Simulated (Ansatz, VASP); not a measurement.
**Two plane-wave programs on LiNbO3**

```
Li Nb O
1.0
     2.59495    1.49820    4.67222
    -2.59495    1.49820    4.67222
     0.00000   -2.99639    4.67222
Li Nb O
2 2 6
Direct
  0.71839 0.71823 0.71835
  0.21839 0.21835 0.21823
  0.99950 0.99985 0.99989
  0.49950 0.49989 0.49985
  0.27813 0.64246 0.88867
  0.64200 0.88934 0.27921
  0.89017 0.27880 0.64156
  0.39017 0.14156 0.77880
  0.77813 0.38867 0.14246
  0.14200 0.77921 0.38934
```

Alike in both runs: task single point; functional PBE; k mesh 4 × 4 × 4; occupations fermi-dirac, width 0.01 eV; no spin polarisation.

|  | VASP | Ansatz |
| --- | --- | --- |
| version | VASP 6.6.1 | Ansatz 0.2.0 |
| potentials or method | VASP PAW PBE potentials, release 64 (Li_sv, Nb_sv, O), cutoff 750 eV | plane-wave PAW DFT |
| valence electrons in the cell | 68 | 68 |

Ansatz gave:

| Quantity | Value |
| --- | --- |
| gap on the k mesh at the Fermi level (eV) | 3.55 |

Q: Which values does VASP return?

A: gap on the k mesh at the Fermi level (eV): 3.53.
